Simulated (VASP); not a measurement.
# Na2YB2 (Fddd) in VASP: single point with PBEsol

Aim: the single point of Na2YB2 with PBEsol.

Program: VASP 6.6.1. These are calculated values, not measurements. Logs are shortened: lines on timing, memory, paths and dates and some standing lists are left out, and cuts for length are marked.

## (1) The cell of the first run

The structure is orthorhombic, space group Fddd (No. 70). The conventional cell has a = 6.103 Å, b = 9.814 Å, c = 11.496 Å, α = 90.00°, β = 90.00°, γ = 90.00°. Within 3.0 Å of Na (site symmetry 2) lie 4 B at 2.19 to 2.29 Å and 3 Na at 2.89 to 2.93 Å. Within 2.9 Å of B (site symmetry 2) lie 4 Na at 2.19 to 2.29 Å. Y (site symmetry 222) has 10 B at 3.15 to 3.52 Å and 8 Na at 3.21 to 3.38 Å and 4 Y at 4.08 Å within 4.1 Å.

## (2) Single point, PBEsol, collinear spin

INCAR

```
SYSTEM = Na2YB2
PREC = Accurate
ENCUT = 520
EDIFF = 1E-7
ISMEAR = 0
SIGMA = 0.1941
LREAL = .FALSE.
LASPH = .TRUE.
NELM = 150
ALGO = Normal
ISIF = 2
LWAVE = .FALSE.
LCHARG = .TRUE.
ISPIN = 2
MAGMOM = 1 2 3 1 3 3 1 1 2 1
LORBIT = 11
LMAXMIX = 4
GGA = PS
LELF = .TRUE.
LVHAR = .TRUE.
NBANDS = 46
```

KPOINTS

```
regular mesh
0
G
  4 4 4
  0 0 0
```

POSCAR

```
Na2YB2
1.0
    0.0000000000      4.9068050000      3.0516970000
    0.0000000000     -4.9068050000      3.0516970000
    5.7478660000      0.0000000000     -3.0516970000
Na B Y
4 4 2
Direct
    0.7476300000      0.4976300000      0.9952600000
    0.0023700000      0.7523700000      0.5047400000
    0.2523700000      0.5023700000      0.0047400000
    0.9976300000      0.2476300000      0.4952600000
    0.6960000000      0.8040000000      0.2500000000
    0.0540000000      0.4460000000      0.2500000000
    0.3040000000      0.1960000000      0.7500000000
    0.9460000000      0.5540000000      0.7500000000
    0.3750000000      0.1250000000      0.2500000000
    0.6250000000      0.8750000000      0.7500000000
```

Potentials or basis: VASP PAW PBE potentials, release 64 (Na_pv, B, Y_sv).

Launch:

```bash
$ cat potpaw_PBE.64/Na_pv/POTCAR potpaw_PBE.64/B/POTCAR potpaw_PBE.64/Y_sv/POTCAR > POTCAR
$ mpirun -np 1 vasp_std > vasp.out
```

OUTCAR:

```text
SYSTEM = Na2YB2
   PREC = Accurate
   ENCUT = 520
   EDIFF = 1E-7
   ISMEAR = 0
   LREAL = .FALSE.
   LASPH = .TRUE.
   NELM = 150
   ISIF = 2
   ISPIN = 2
   LORBIT = 11
   GGA = PS

 ion  position               nearest neighbor table
   1  0.748  0.498  0.995-   7 2.19   8 2.19   5 2.29   6 2.29  10 3.21  10 3.21   9 3.38   9 3.38

   2  0.002  0.752  0.505-   7 2.19   8 2.19   5 2.29   6 2.29  10 3.21  10 3.21   9 3.38   9 3.38

   3  0.252  0.502  0.005-   5 2.19   6 2.19   7 2.29   8 2.29   9 3.21   9 3.21  10 3.38  10 3.38

   4  0.998  0.248  0.495-   5 2.19   6 2.19   7 2.29   8 2.29   9 3.21   9 3.21  10 3.38  10 3.38

   5  0.696  0.804  0.250-   3 2.19   4 2.19   1 2.29   2 2.29   9 3.15
   6  0.054  0.446  0.250-   3 2.19   4 2.19   1 2.29   2 2.29   9 3.15
   7  0.304  0.196  0.750-   1 2.19   2 2.19   3 2.29   4 2.29  10 3.15
   8  0.946  0.554  0.750-   1 2.19   2 2.19   3 2.29   4 2.29  10 3.15
   9  0.375  0.125  0.250-   5 3.15   6 3.15   4 3.21   4 3.21   3 3.21   3 3.21   2 3.38   2 3.38
                             1 3.38   1 3.38  10 4.08  10 4.08  10 4.08  10 4.08
  10  0.625  0.875  0.750-   7 3.15   8 3.15   2 3.21   1 3.21   1 3.21   2 3.21   3 3.38   3 3.38
                             4 3.38   4 3.38   9 4.08   9 4.08   9 4.08   9 4.08

  LATTYP: Found a face centered orthorhombic cell.
 ALAT       =     6.1033940000
 B/A-ratio  =     1.6078939030
 C/A-ratio  =     1.8834982634

  Lattice vectors:

 A1 = (   5.7478660000,  -4.9068050000,   0.0000000000)
 A2 = (   5.7478660000,   0.0000000000,   3.0516970000)
 A3 = (   0.0000000000,  -4.9068050000,   3.0516970000)

Analysis of symmetry for initial positions (statically):
=====================================================================
 Subroutine PRICEL returns:
 Original cell was already a primitive cell.

 Routine SETGRP: Setting up the symmetry group for a
 face centered orthorhombic supercell.

 Subroutine GETGRP returns: Found  8 space group operations
 (whereof  2 operations were pure point group operations)
 out of a pool of  8 trial point group operations.

The static configuration has the point symmetry S_2 .
 The point group associated with its full space group is D_2h.

Analysis of symmetry for dynamics (positions and initial velocities):
=====================================================================
 Subroutine PRICEL returns:
 Original cell was already a primitive cell.

 Routine SETGRP: Setting up the symmetry group for a
 face centered orthorhombic supercell.

 Subroutine GETGRP returns: Found  8 space group operations
 (whereof  2 operations were pure point group operations)
 out of a pool of  8 trial point group operations.

The dynamic configuration has the point symmetry S_2 .
 The point group associated with its full space group is D_2h.

Analysis of structural, dynamic, and magnetic symmetry:
=====================================================================
 Subroutine PRICEL returns:
 Original cell was already a primitive cell.

 Routine SETGRP: Setting up the symmetry group for a
 face centered orthorhombic supercell.

 Subroutine GETGRP returns: Found  2 space group operations
 (whereof  1 operations were pure point group operations)
 out of a pool of  8 trial point group operations.

The overall configuration has the point symmetry C_1 .
 The point group associated with its full space group is C_2 .

 Subroutine INISYM returns: Found  2 space group operations
 (whereof  1 operations are pure point group operations),
 and found     1 'primitive' translations

----------------------------------------------------------------------------------------

                                     Primitive cell

  volume of cell :     172.1380

  direct lattice vectors                    reciprocal lattice vectors
     0.000000000  4.906805000  3.051697000     0.086988806  0.101899301  0.163843265
     0.000000000 -4.906805000  3.051697000     0.086988806 -0.101899301  0.163843265
     5.747866000  0.000000000 -3.051697000     0.173977612  0.000000000  0.000000000

  length of vectors
     5.778372599  5.778372599  6.507750620     0.211648613  0.211648613  0.173977612

  position of ions in fractional coordinates (direct lattice)
     0.747630000  0.497630000  0.995260000
     0.002370000  0.752370000  0.504740000
     0.252370000  0.502370000  0.004740000
     0.997630000  0.247630000  0.495260000
     0.696000000  0.804000000  0.250000000
     0.054000000  0.446000000  0.250000000
     0.304000000  0.196000000  0.750000000
     0.946000000  0.554000000  0.750000000
     0.375000000  0.125000000  0.250000000
     0.625000000  0.875000000  0.750000000

  ion indices of the primitive-cell ions
   primitive index   ion index
                 1           1
[... 31 lines left out ...]
 Subroutine IBZKPT returns following result:
 ===========================================

 Found     24 irreducible k-points:

 Following reciprocal coordinates:
            Coordinates               Weight
  0.000000  0.000000  0.000000      1.000000
  0.250000 -0.000000 -0.000000      4.000000
 -0.000000  0.250000 -0.250000      4.000000
  0.500000 -0.000000 -0.000000      2.000000
 -0.000000  0.500000  0.500000      2.000000
  0.250000  0.250000 -0.000000      4.000000
[... 16 lines left out ...]
 -0.250000  0.250000  0.500000      2.000000
  0.500000  0.500000  0.500000      1.000000
   k-points           NKPTS =     24   k-points in BZ     NKDIM =     24   number of bands    NBANDS=     46
   number of dos      NEDOS =    301   number of ions     NIONS =     10
   total plane-waves  NPLWV = 110592
   dimension x,y,z NGX =    48 NGY =   48 NGZ =   48
   dimension x,y,z NGXF=    96 NGYF=   96 NGZF=   96
   ions per type =               4   4   2
   NGX,Y,Z   is equivalent  to a cutoff of  13.81, 13.81, 12.26 a.u.
   NGXF,Y,Z  is equivalent  to a cutoff of  27.62, 27.62, 24.52 a.u.
 SYSTEM =  Na2YB2
   PREC   = accura    normal or accurate (medium, high low for compatibility)
   ISTART =      0    job   : 0-new  1-cont  2-samecut
   ICHARG =      2    charge: 1-file 2-atom 10-const
   ISPIN  =      2    spin polarized calculation?
   LNONCOLLINEAR =      F non collinear calculations
   LSORBIT =      F    spin-orbit coupling
   LASPH  =      T    aspherical Exc in radial PAW
   ENCUT  =  520.0 eV  38.22 Ry    6.18 a.u.  10.74 10.74 12.10*2*pi/ulx,y,z
   NELM   =    150;   NELMIN=  2; NELMDL= -5     # of ELM steps
   EDIFF  = 0.1E-06   stopping-criterion for ELM
   LREAL  =      F    real-space projection
   EDIFFG = 0.1E-05   stopping-criterion for IOM
   NSW    =      0    number of steps for IOM
   IBRION =     -1    ionic relax: 0-MD 1-quasi-New 2-CG
   NFREE  =      0    steps in history (QN), initial steepest desc. (CG)
   ISIF   =      2    stress and relaxation
   ISYM   =      2    0-nonsym 1-usesym 2-fastsym
   POTIM  = 0.5000    time-step for ionic-motion
   TEBEG  =    0.0;   TEEND  =   0.0 temperature during run
   PSTRESS=    0.0 pullay stress
   NELECT =      62.0000    total number of electrons
   NUPDOWN=      -1.0000    fix difference up-down
   EMIN   =  10.00;   EMAX   =-10.00  energy-range for DOS
   EFERMI =   0.00;   METHOD = LEGACY
   ISMEAR =     0;   SIGMA  =   0.19  broadening in eV -4-tet -1-fermi 0-gaus
   EFERMI_NEDOS =   21; number of points for ismear=-14 and -15
   IALGO  =     38    algorithm
   IMIX   =      4    mixing-type and parameters
     AMIX     =   0.40;   BMIX     =  1.00
     AMIX_MAG =   1.60;   BMIX_MAG =  1.00
  volume/ion in A,a.u.               =      17.21       116.16
  Fermi-wavevector in a.u.,A,eV,Ry     =   1.164787  2.201128 18.459410  1.356728
  Thomas-Fermi vector in A             =   2.301321
   LORBIT       =     11    0 simple, 1 ext, 2 COOP (PROOUT), +10 PAW based schemes
   GGA     = PS    functional components
   LHFCALC =     F    Hartree Fock is set to
   AEXX    =    0.0000 exact exchange contribution
   IVDW    =     0    specifies the selected vdW correction
   LEPSILON=     F    determine dielectric tensor
   LRPA    =     F    only Hartree local field effects (RPA)
 spin polarized calculation
 Gauss-broadening in eV      SIGMA  =   0.19
  energy-cutoff  :      520.00
  volume of cell :      172.14
 maximum number of plane-waves:      4651
 NGX is ok and might be reduce to    48
   NGX = 21   NGY = 21   NGZ = 25

 number of electron      62.0000005 magnetization       0.0008428

 number of electron      62.0000005 magnetization      -0.0004621

 Free energy of the ion-electron system (eV)
  ---------------------------------------------------
  ext. energy  EPLUGINS =         0.00000000
  ---------------------------------------------------
  free energy    TOTEN  =       -31.06520775 eV

  energy without entropy =      -30.92117565  energy(sigma->0) =      -30.99319170

 E-fermi :   2.7290     XC(G=0):  -9.6897

 val. band max:        2.7251513993   @ k =  -0.2500   0.2500   0.0000
 cond. band min:       2.7681987924   @ k =   0.0000   0.0000   0.5000
 fundamental gap:      0.0430473931
 Fermi energy:         2.7289841229

 spin component 1

 k-point     1 :       0.0000    0.0000    0.0000
  band No.  band energies     occupation
      1     -40.4601      1.00000
      2     -40.4528      1.00000
      3     -20.4793      1.00000
      4     -20.4754      1.00000
      5     -20.4553      1.00000
      6     -20.4264      1.00000
[... 1093 lines left out ...]
     42       5.7784      0.00000
     43       6.7064      0.00000
 Fermi energy:         2.7289841229

 spin component 2

 k-point     1 :       0.0000    0.0000    0.0000
  band No.  band energies     occupation
      1     -40.4601      1.00000
      2     -40.4528      1.00000
      3     -20.4794      1.00000
      4     -20.4754      1.00000
      5     -20.4554      1.00000
      6     -20.4264      1.00000
[... 1093 lines left out ...]
     42       5.7783      0.00000
     43       6.7063      0.00000
 [bands above 43 left out]

------------------------ aborting loop because EDIFF is reached ----------------------------------------

  FORCE on cell =-STRESS in cart. coord.  units (eV):
  Direction    XX          YY          ZZ          XY          YZ          ZX
  --------------------------------------------------------------------------------------
  -------------------------------------------------------------------------------------
  Total        6.2721965     11.9614549      9.1077991      0.0000000     -0.0000035      0.0000000
  in kB       58.3785624    111.3314197     84.7709764      0.0000000     -0.0000329      0.0000000
  external PRESSURE =      84.8269862 kB  Pullay stress =       0.0000000 kB

 VOLUME and BASIS-vectors are now :
 -----------------------------------------------------------------------------
  energy-cutoff  :      520.00
  volume of cell :      172.14
      direct lattice vectors                 reciprocal lattice vectors
     0.000000000  4.906805000  3.051697000     0.086988806  0.101899301  0.163843265
     0.000000000 -4.906805000  3.051697000     0.086988806 -0.101899301  0.163843265
     5.747866000  0.000000000 -3.051697000     0.173977612  0.000000000  0.000000000

 POSITION                                       TOTAL-FORCE (eV/Angst)
 -----------------------------------------------------------------------------------
      5.72062      1.22670      0.76292         0.391547      0.000000     -0.000000
      2.90118     -3.68010      0.76292        -0.391547      0.000000     -0.000000
      0.02724     -1.22670      2.28877        -0.391563      0.000000      0.000000
      2.84669      3.68010      2.28877         0.391562      0.000000     -0.000000
      1.43697     -0.52993      3.81462         0.000002     -1.397538      0.000001
      1.43697     -1.92347      0.76292         0.000002      1.397538     -0.000001
      4.31090      0.52993     -0.76292        -0.000001      1.397548      0.000000
      4.31090      1.92347      2.28877        -0.000001     -1.397548     -0.000000
      1.43697      1.22670      0.76292        -0.000001      0.000000     -0.000000
      4.31090     -1.22670      2.28877        -0.000000      0.000000     -0.000000
 -----------------------------------------------------------------------------------
    total drift:                               -0.000010     -0.000000     -0.000000

  FREE ENERGIE OF THE ION-ELECTRON SYSTEM (eV)
  ---------------------------------------------------
  free  energy   TOTEN  =       -31.0652077547 eV

  energy  without entropy=      -30.9211756497  energy(sigma->0) =      -30.99319170

 total charge

# of ion       s       p       d       f       tot
--------------------------------------------------
    1        0.181   6.086   0.000   0.000   6.267
    2        0.181   6.086   0.000   0.000   6.267
    3        0.181   6.086   0.000   0.000   6.267
    4        0.181   6.086   0.000   0.000   6.267
    5        0.812   0.744   0.000   0.000   1.557
    6        0.812   0.744   0.000   0.000   1.557
    7        0.812   0.744   0.000   0.000   1.557
    8        0.812   0.744   0.000   0.000   1.557
    9        2.190   6.185   0.780   0.012   9.166
   10        2.190   6.185   0.780   0.012   9.166
--------------------------------------------------
tot          8.352  39.692   1.559   0.023  49.626

 magnetization (x)

# of ion       s       p       d       f       tot
--------------------------------------------------
    1       -0.000  -0.000   0.000   0.000  -0.000
    2       -0.000  -0.000   0.000   0.000  -0.000
    3        0.000  -0.000   0.000   0.000   0.000
    4        0.000  -0.000   0.000   0.000   0.000
    5        0.000   0.000   0.000   0.000   0.000
    6        0.000   0.000   0.000   0.000   0.000
    7       -0.000  -0.000   0.000   0.000  -0.000
    8       -0.000  -0.000   0.000   0.000  -0.000
    9        0.000   0.000   0.000  -0.000   0.000
   10       -0.000  -0.000  -0.000  -0.000  -0.000
--------------------------------------------------
tot         -0.000  -0.000  -0.000  -0.000  -0.000
```

Run time: 20 min. Hardware: 1 thread of Intel Xeon 8259CL, shared host; peak memory 0.57 GiB.

Results:

```
Free energy                                           : -31.0652 eV
Pressure                                              : 8.5 GPa
Largest force                                         : 1.398 eV/Å
Band gap on the k mesh                                : zero (filled and empty bands overlap)
Net moment                                            : 0.00 μB per cell
Valence electrons inside the program's atomic spheres : Na 6.27; B 1.56; Y 9.17
```

Forces on the atoms (eV/Å):
```
Na   0.392  0.000  0.000
Na  -0.392  0.000  0.000
Na  -0.392  0.000  0.000
Na   0.392  0.000  0.000
B    0.000 -1.398  0.000
B    0.000  1.398  0.000
B    0.000  1.398  0.000
B    0.000 -1.398  0.000
Y    0.000  0.000  0.000
Y    0.000  0.000  0.000
```

Stress tensor (GPa, compression positive):
```
 5.84  0.00  0.00
 0.00 11.13  0.00
 0.00  0.00  8.48
```

Levels at points of the mesh, in eV from the Fermi level:
Spin up:
```csv
k point,band 29,band 30,band 31,band 32,band 33,band 34
"(0.00, 0.00, 0.00)",-0.92,-0.32,-0.27,-0.18,0.53,0.82
"(0.50, 0.00, 0.00)",-0.74,-0.20,0.06,0.30,0.57,0.69
"(0.00, 0.50, 0.50)",-0.74,-0.20,0.06,0.30,0.57,0.69
"(0.50, 0.50, 0.00)",-1.09,-1.09,0.48,0.48,0.93,0.93
"(0.00, 0.00, 0.50)",-0.31,-0.31,0.04,0.04,0.18,0.18
"(0.50, 0.50, 0.50)",-0.38,-0.38,0.37,0.37,0.49,0.49
```
Spin down:
| k point | band 27 | band 28 | band 29 | band 30 | band 31 | band 32 | band 33 | band 34 | band 35 | band 36 |
| --- | --- | --- | --- | --- | --- | --- | --- | --- | --- | --- |
| (0.00, 0.00, 0.00) | -1.56 | -1.38 | -0.92 | -0.32 | -0.27 | -0.18 | 0.53 | 0.82 | 1.83 | 2.25 |
| (0.50, 0.00, 0.00) | -1.32 | -0.86 | -0.74 | -0.20 | 0.06 | 0.30 | 0.57 | 0.69 | 1.14 | 1.30 |
| (0.00, 0.50, 0.50) | -1.32 | -0.86 | -0.74 | -0.20 | 0.06 | 0.30 | 0.57 | 0.69 | 1.14 | 1.30 |
| (0.50, 0.50, 0.00) | -1.54 | -1.54 | -1.09 | -1.09 | 0.48 | 0.48 | 0.93 | 0.93 | 1.81 | 1.81 |
| (0.00, 0.00, 0.50) | -1.40 | -1.40 | -0.31 | -0.31 | 0.04 | 0.04 | 0.18 | 0.18 | 1.14 | 1.14 |
| (0.50, 0.50, 0.50) | -1.13 | -1.13 | -0.38 | -0.38 | 0.37 | 0.37 | 0.49 | 0.49 | 1.57 | 1.57 |

Caveat: the stress differs along the axes, from 6 to 11 GPa; the PAW data sets were made with another functional, which shifts forces and pressure a little.

The gap in the log of VASP goes by the Fermi energy; the results here count the filled bands.